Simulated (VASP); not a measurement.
A run of VASP 6.6.1 is set up as follows.

File INCAR:

```
  PREC = Accurate
  ENCUT = 600
  EDIFF = 1E-6
  ISMEAR = 0
  SIGMA = 0.02
  LREAL = F
  LASPH = T
  NELM = 60
  ALGO = Normal
  ISIF = 3
  LWAVE = F
  LCHARG = F
  GGA = PE
  IVDW = 13
  IBRION = 2
  NSW = 100
  EDIFFG = -0.002
```

The input KPOINTS:

```
regular mesh
0
Gamma
  12 12 4
```

POSCAR

```
MoS2
1.0
    3.1690000000      0.0000000000      0.0000000000
   -1.5845000000      2.7444345046      0.0000000000
    0.0000000000      0.0000000000     12.3240000000
Mo S
2 4
Direct
    0.3333333333      0.6666666667      0.2500000000
    0.6666666667      0.3333333333      0.7500000000
    0.3333333333      0.6666666667      0.6230000000
    0.6666666667      0.3333333333      0.1230000000
    0.3333333333      0.6666666667      0.8770000000
    0.6666666667      0.3333333333      0.3770000000
```

Potentials or basis: VASP PAW PBE potentials, release 64 (Mo_sv, S).

Launch:

```bash
$ cat potpaw_PBE.64/Mo_sv/POTCAR potpaw_PBE.64/S/POTCAR > POTCAR
$ mpirun -np 1 vasp_std > vasp.out
```

(1) What does it give for the relaxed cell?

(2) What does it give for the band gap on the k mesh?

(3) Estimate the space group after relaxing (to 0.1 Å).

Answers

(1) a = 3.153 Å, b = 3.153 Å, c = 12.175 Å, α = 90.00°, β = 90.00°, γ = 120.00°.

(2) 0.84 eV (least direct gap 1.70 eV).

(3) P6_3/mmc (No. 194).
